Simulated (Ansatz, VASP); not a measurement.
**Two plane-wave programs on GaAs**

```
Ga As
1.0
     0.00000    2.82685    2.82685
     2.82685    0.00000    2.82685
     2.82685    2.82685    0.00000
Ga As
1 1
Direct
  0.00000 0.00000 0.00000
  0.75000 0.75000 0.75000
```

Alike in both runs: task electric field gradients; functional PBE; k mesh 11 × 11 × 11; occupations fermi-dirac, width 0.05 eV; non-collinear spin, spin-orbit coupling.

|  | VASP | Ansatz |
| --- | --- | --- |
| version | VASP 6.6.1 | Ansatz 0.2.0 |
| potentials or method | VASP PAW PBE potentials, release 64 (Ga_d, As) | PAW with Ansatz's default frozen-core files, fully relativistic files with spin-orbit coupling |
| plane-wave cutoff (eV) | 520 | 420 |
| valence electrons in the cell | 18 | 28 |

```tsv
	VASP	Ansatz	Ansatz less VASP
pressure (GPa)	3.5	3.3	-0.22
```

The functional is the same, so the differences come from potentials, cutoffs and numerics. VASP's potentials hold 18 valence electrons a cell and Ansatz's 28, so a difference there can come from the potentials and not from the codes.
